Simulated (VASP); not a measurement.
# Tl in VASP: notebook

Runs on Tl. Level: PBE. Tasks: single point.

Program: VASP 6.6.1. These are calculated values, not measurements. Logs are shortened: lines on timing, memory, paths and dates and some standing lists are left out, and cuts for length are marked.

## 1. The cell of the first run

Symmetry: Im-3m, No. 229, cubic system. Conventional cell: a = 3.882 Å, b = 3.882 Å, c = 3.882 Å, α = 90.00°, β = 90.00°, γ = 90.00°. Tl (site symmetry m-3m) has 14 Tl at 3.36 to 3.88 Å within 4.4 Å.

This isn't the form of Tl at room conditions, which is hcp.

## 2. Single point, PBE

INCAR reads:

```
ALGO = Normal
EDIFF = 1E-7
ENCUT = 520
GGA = PE
ISIF = 2
ISMEAR = 0
LASPH = True
LCHARG = False
LREAL = False
LWAVE = False
NBANDS = 12
NELM = 80
PREC = Accurate
SIGMA = 0.1
```

KPOINTS reads:

```
k-points
0
Gamma
  14 14 14
```

POSCAR reads:

```
Tl
1.0
   -1.9410000000      1.9410000000      1.9410000000
    1.9410000000     -1.9410000000      1.9410000000
    1.9410000000      1.9410000000     -1.9410000000
Tl
1
Direct
    0.0000000000      0.0579598145      0.0579598145
```

Potentials or basis: VASP PAW PBE potentials, release 64 (Tl_d).

The run is started by

```console
> cat potpaw_PBE.64/Tl_d/POTCAR > POTCAR
> mpirun -np 1 vasp_std > vasp.out
```

OUTCAR:

```text
EDIFF = 1E-7
   ENCUT = 520
   GGA = PE
   ISIF = 2
   ISMEAR = 0
   LASPH = True
   LREAL = False
   NELM = 80
   PREC = Accurate

 ion  position               nearest neighbor table
   1  0.000  0.058  0.058-

  LATTYP: Found a body centered cubic cell.
 ALAT       =     3.8820000000

  Lattice vectors:

 A1 = (  -1.9410000000,   1.9410000000,   1.9410000000)
 A2 = (   1.9410000000,  -1.9410000000,   1.9410000000)
 A3 = (   1.9410000000,   1.9410000000,  -1.9410000000)

Analysis of symmetry for initial positions (statically):
=====================================================================
 Subroutine PRICEL returns:
 Original cell was already a primitive cell.

 Routine SETGRP: Setting up the symmetry group for a
 body centered cubic supercell.

 Subroutine GETGRP returns: Found 48 space group operations
 (whereof  8 operations were pure point group operations)
 out of a pool of 48 trial point group operations.

The static configuration has the point symmetry C_4v.
 The point group associated with its full space group is O_h .

Analysis of symmetry for dynamics (positions and initial velocities):
=====================================================================
 Subroutine PRICEL returns:
 Original cell was already a primitive cell.

 Routine SETGRP: Setting up the symmetry group for a
 body centered cubic supercell.

 Subroutine GETGRP returns: Found 48 space group operations
 (whereof  8 operations were pure point group operations)
 out of a pool of 48 trial point group operations.

The dynamic configuration has the point symmetry C_4v.
 The point group associated with its full space group is O_h .

 Subroutine INISYM returns: Found 48 space group operations
 (whereof  8 operations are pure point group operations),
 and found     1 'primitive' translations

----------------------------------------------------------------------------------------

                                     Primitive cell

  volume of cell :      29.2507

  direct lattice vectors                    reciprocal lattice vectors
    -1.941000000  1.941000000  1.941000000     0.000000000  0.257599176  0.257599176
     1.941000000 -1.941000000  1.941000000     0.257599176  0.000000000  0.257599176
     1.941000000  1.941000000 -1.941000000     0.257599176  0.257599176  0.000000000

  length of vectors
     3.361910617  3.361910617  3.361910617     0.364300248  0.364300248  0.364300248

  position of ions in fractional coordinates (direct lattice)
     0.000000000  0.057959815  0.057959815

  ion indices of the primitive-cell ions
   primitive index   ion index
                 1           1

----------------------------------------------------------------------------------------

 KPOINTS: k-points

Automatic generation of k-mesh.
 Grid dimensions read from file:
 generate k-points for:   14   14   14

 Generating k-lattice:

  Cartesian coordinates                     Fractional coordinates (reciprocal lattice)
     0.000000000  0.018399941  0.018399941     0.071428571  0.000000000  0.000000000
     0.018399941  0.000000000  0.018399941     0.000000000  0.071428571  0.000000000
     0.018399941  0.018399941  0.000000000     0.000000000  0.000000000  0.071428571

  Length of vectors
     0.026021446  0.026021446  0.026021446

  Shift w.r.t. Gamma in fractional coordinates (k-lattice)
     0.000000000  0.000000000  0.000000000

 Subroutine IBZKPT returns following result:
 ===========================================

 Found    104 irreducible k-points:

 Following reciprocal coordinates:
            Coordinates               Weight
  0.000000  0.000000  0.000000      1.000000
  0.071429  0.000000  0.000000     12.000000
  0.142857  0.000000  0.000000     12.000000
  0.214286  0.000000  0.000000     12.000000
  0.285714  0.000000  0.000000     12.000000
  0.357143  0.000000  0.000000     12.000000
[... 16 lines left out ...]
  0.285714  0.285714  0.000000     24.000000
  0.357143  0.285714  0.000000     24.000000
 [... further k-points ...]
   k-points           NKPTS =    104   k-points in BZ     NKDIM =    104   number of bands    NBANDS=     12
   number of dos      NEDOS =    301   number of ions     NIONS =      1
   total plane-waves  NPLWV =  21952
   dimension x,y,z NGX =    28 NGY =   28 NGZ =   28
   dimension x,y,z NGXF=    56 NGYF=   56 NGZF=   56
   ions per type =               1
   NGX,Y,Z   is equivalent  to a cutoff of  13.85, 13.85, 13.85 a.u.
   NGXF,Y,Z  is equivalent  to a cutoff of  27.69, 27.69, 27.69 a.u.
 SYSTEM =  unknown system
   PREC   = accura    normal or accurate (medium, high low for compatibility)
   ISTART =      0    job   : 0-new  1-cont  2-samecut
   ICHARG =      2    charge: 1-file 2-atom 10-const
   ISPIN  =      1    spin polarized calculation?
   LNONCOLLINEAR =      F non collinear calculations
   LSORBIT =      F    spin-orbit coupling
   LASPH  =      T    aspherical Exc in radial PAW
   ENCUT  =  520.0 eV  38.22 Ry    6.18 a.u.   6.25  6.25  6.25*2*pi/ulx,y,z
   NELM   =     80;   NELMIN=  2; NELMDL= -5     # of ELM steps
   EDIFF  = 0.1E-06   stopping-criterion for ELM
   LREAL  =      F    real-space projection
   EDIFFG = 0.1E-05   stopping-criterion for IOM
   NSW    =      0    number of steps for IOM
   IBRION =     -1    ionic relax: 0-MD 1-quasi-New 2-CG
   NFREE  =      0    steps in history (QN), initial steepest desc. (CG)
   ISIF   =      2    stress and relaxation
   ISYM   =      2    0-nonsym 1-usesym 2-fastsym
   POTIM  = 0.5000    time-step for ionic-motion
   TEBEG  =    0.0;   TEEND  =   0.0 temperature during run
   PSTRESS=    0.0 pullay stress
   NELECT =      13.0000    total number of electrons
   NUPDOWN=      -1.0000    fix difference up-down
   EMIN   =  10.00;   EMAX   =-10.00  energy-range for DOS
   EFERMI =   0.00;   METHOD = LEGACY
   ISMEAR =     0;   SIGMA  =   0.10  broadening in eV -4-tet -1-fermi 0-gaus
   EFERMI_NEDOS =   21; number of points for ismear=-14 and -15
   IALGO  =     38    algorithm
   IMIX   =      4    mixing-type and parameters
     AMIX     =   0.40;   BMIX     =  1.00
     AMIX_MAG =   1.60;   BMIX_MAG =  1.00
  volume/ion in A,a.u.               =      29.25       197.39
  Fermi-wavevector in a.u.,A,eV,Ry     =   1.249330  2.360891 21.236311  1.560825
  Thomas-Fermi vector in A             =   2.383375
   LORBIT       =      0    0 simple, 1 ext, 2 COOP (PROOUT), +10 PAW based schemes
   GGA     = PE    functional components
   LHFCALC =     F    Hartree Fock is set to
   AEXX    =    0.0000 exact exchange contribution
   IVDW    =     0    specifies the selected vdW correction
   LEPSILON=     F    determine dielectric tensor
   LRPA    =     F    only Hartree local field effects (RPA)
 non-spin polarized calculation
 Gauss-broadening in eV      SIGMA  =   0.10
  energy-cutoff  :      520.00
  volume of cell :       29.25
 maximum number of plane-waves:       798
 NGX is ok and might be reduce to    28
   NGX = 13   NGY = 13   NGZ = 13

 number of electron      13.0000001 magnetization

 Free energy of the ion-electron system (eV)
  ---------------------------------------------------
  ext. energy  EPLUGINS =         0.00000000
  ---------------------------------------------------
  free energy    TOTEN  =        -2.21000802 eV

  energy without entropy =       -2.20790278  energy(sigma->0) =       -2.20895540

 E-fermi :   6.3799     XC(G=0): -10.0805

 val. band max:        6.3024914383   @ k =  -0.3571   0.5000   0.2143
 cond. band min:       6.3917517638   @ k =   0.2857   0.2857   0.1429
 fundamental gap:      0.0892603254
 Fermi energy:         6.3798778366

 k-point     1 :       0.0000    0.0000    0.0000
  band No.  band energies     occupation
      1      -5.3066      2.00000
      2      -5.3066      2.00000
      3      -5.3066      2.00000
      4      -4.8981      2.00000
      5      -4.8981      2.00000
      6      -3.5498      2.00000
      7      16.9422      0.00000
      8      16.9422      0.00000
      9      16.9422      0.00000
     10      18.6318      0.00000
     11      18.6318      0.00000
     12      18.6318      0.00000

 k-point     2 :       0.0714    0.0000    0.0000
  band No.  band energies     occupation
      1      -5.3153      2.00000
      2      -5.3001      2.00000
      3      -5.2756      2.00000
      4      -4.9076      2.00000
      5      -4.8983      2.00000
      6      -3.4363      2.00000
      7      15.7235      0.00000
      8      16.5191      0.00000
      9      16.6940      0.00000
     10      18.1848      0.00000
     11      18.5280      0.00000
     12      18.5908      0.00000

 k-point     3 :       0.1429    0.0000    0.0000
  band No.  band energies     occupation
      1      -5.3396      2.00000
      2      -5.2906      2.00000
      3      -5.1875      2.00000
      4      -4.9313      2.00000
      5      -4.8986      2.00000
      6      -3.0893      2.00000
      7      13.3960      0.00000
      8      15.5651      0.00000
      9      16.0131      0.00000
     10      17.5886      0.00000
     11      18.2878      0.00000
     12      18.8015      0.00000
[... 286 lines left out ...]
 k-point    23 :       0.2857    0.2857    0.0000
  band No.  band energies     occupation
      1      -5.4307      2.00000
      2      -5.1907      2.00000
      3      -5.0213      2.00000
      4      -4.9138      2.00000
      5      -4.8047      2.00000
      6       1.5148      2.00000
      7       5.5930      2.00000
      8       7.3286      0.00000
      9      12.6726      0.00000
     10      19.2577      0.00000
     11      19.2871      0.00000
     12      21.5338      0.00000

 k-point    24 :       0.3571    0.2857    0.0000
  band No.  band energies     occupation
      1      -5.4310      2.00000
      2      -5.1562      2.00000
      3      -5.0510      2.00000
      4      -4.8880      2.00000
      5      -4.8239      2.00000
      6       1.9486      2.00000
      7       5.4171      2.00000
      8       6.7452      0.00000
      9      12.5905      0.00000
     10      19.2080      0.00000
     11      20.3312      0.00000
     12      20.3452      0.00000

 [... further k-points ...]

------------------------ aborting loop because EDIFF is reached ----------------------------------------

  FORCE on cell =-STRESS in cart. coord.  units (eV):
  Direction    XX          YY          ZZ          XY          YZ          ZX
  --------------------------------------------------------------------------------------
  -------------------------------------------------------------------------------------
  Total        0.3931558      0.3931558      0.3931558     -0.0000000      0.0000000     -0.0000000
  in kB       21.5346912     21.5346912     21.5346912     -0.0000000      0.0000000     -0.0000000
  external PRESSURE =      21.5346912 kB  Pullay stress =       0.0000000 kB

 VOLUME and BASIS-vectors are now :
 -----------------------------------------------------------------------------
  energy-cutoff  :      520.00
  volume of cell :       29.25
      direct lattice vectors                 reciprocal lattice vectors
    -1.941000000  1.941000000  1.941000000     0.000000000  0.257599176  0.257599176
     1.941000000 -1.941000000  1.941000000     0.257599176  0.000000000  0.257599176
     1.941000000  1.941000000 -1.941000000     0.257599176  0.257599176  0.000000000

 POSITION                                       TOTAL-FORCE (eV/Angst)
 -----------------------------------------------------------------------------------
      0.22500      0.00000      0.00000         0.000000      0.000000     -0.000000
 -----------------------------------------------------------------------------------
    total drift:                               -0.000020     -0.000000     -0.000000

  FREE ENERGIE OF THE ION-ELECTRON SYSTEM (eV)
  ---------------------------------------------------
  free  energy   TOTEN  =        -2.2100080235 eV

  energy  without entropy=       -2.2079027792  energy(sigma->0) =       -2.20895540
```

Wall time 44 s (1 thread of Intel Xeon 8259CL, shared host); peak memory 0.18 GiB.

Results:

* Free energy: -2.2100 eV
* Pressure: 2.2 GPa
* Band gap on the k mesh: zero (an odd number of electrons rules out a gap without spin polarisation)

Levels at points of the mesh, in eV from the Fermi level:
```tsv
k point	band 4	band 5	band 6	band 7	band 8	band 9
(0.00, 0.00, 0.00)	-11.28	-11.28	-9.93	10.56	10.56	10.56
(0.50, 0.00, 0.00)	-11.28	-11.01	-5.07	-2.68	5.70	7.06
(0.50, 0.50, 0.50)	-11.07	-11.07	-1.75	1.40	1.40	1.40
```

Caveat: spin-orbit coupling is left out, which moves the levels of the heavy elements.

(Continued in part 2 of 2.)
